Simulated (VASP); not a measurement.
AlFe:

```
CELL_PARAMETERS angstrom
2.91000 0.00000 0.00000
0.00000 2.91000 0.00000
0.00000 0.00000 2.91000
ATOMIC_POSITIONS crystal
Al 0.00000 0.00000 0.00000
Fe 0.50000 0.50000 0.50000
```

- Program: VASP 6.6.1
- Task: relaxation of volume and atoms at fixed shape
- Functional: PBEsol
- Potentials or basis: VASP PAW PBE potentials, release 64 (Al, Fe)
- Cutoff: 600 eV
- k mesh: 16 × 16 × 16
- Occupations: fermi-dirac, width 0.1 eV
- Spin: collinear spin, ferromagnetic start
- Starting moments: [0.0, 3.5] μB

At the start: pressure -10.6 GPa; volume 12.32 Å³/atom.

Q: How do energy, volume and symmetry change on relaxing?

A: Over 3 steps the energy falls by 27.6 meV/atom and the volume is 11.55 Å³/atom (-6.3 %); space group Pm-3m (No. 221, to 0.1 Å) before and after; moment 0.67 μB per cell.

The path:
| step | energy change (eV) | largest force (eV/Å) | pressure (GPa) | volume (Å³) |
| --- | --- | --- | --- | --- |
| 1 | 0.0000 | 0.0000 | -10.63 | 24.64 |
| 2 | -0.0119 | 0.0000 | 11.75 | 21.84 |
| 3 | -0.0552 | 0.0000 | -0.09 | 23.09 |

Final structure:
```
CELL_PARAMETERS angstrom
2.84758 0.00000 0.00000
0.00000 2.84758 0.00000
0.00000 0.00000 2.84758
ATOMIC_POSITIONS crystal
Al 0.00000 0.00000 0.00000
Fe 0.50000 0.50000 0.50000
```

Caveat: the PAW data sets were made with another functional, which shifts forces and pressure a little.
